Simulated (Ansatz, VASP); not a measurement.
One calculation of LiF, two programs

```
Li F
1.0
     3.34568    0.00000    0.00000
    -1.67284    2.89745    0.00000
     0.00000    0.00000    4.79269
Li F
2 2
Direct
  0.33333 0.66667 0.38107
  0.66667 0.33333 0.88107
  0.33333 0.66667 0.99393
  0.66667 0.33333 0.49393
```

Alike in both runs: task single point; functional PBE; k mesh 9 × 9 × 6; occupations gaussian, width 0.05 eV; no spin polarisation.

|  | VASP | Ansatz |
| --- | --- | --- |
| version | VASP 6.6.1 | Ansatz 0.2.0 |
| potentials or method | VASP PAW PBE potentials, release 64 (Li_sv, F), cutoff 520 eV | scalar-relativistic, plane waves, PAW |
| valence electrons in the cell | 20 | 20 |

|  | VASP | Ansatz | Ansatz less VASP |
| --- | --- | --- | --- |
| gap on the k mesh at the Fermi level (eV) | 6.97 | 6.98 | +0.008 |
| least direct gap on the mesh (eV) | 6.97 | 6.98 | +0.008 |
| rms of the force components (eV/Å) | 0.121 | 0.114 | -0.0074 |

Atom by atom the forces differ by 0.007 eV/Å (rms over components).

Noted on VASP's run: the cutoff is short for stress, so the pressure is rough.
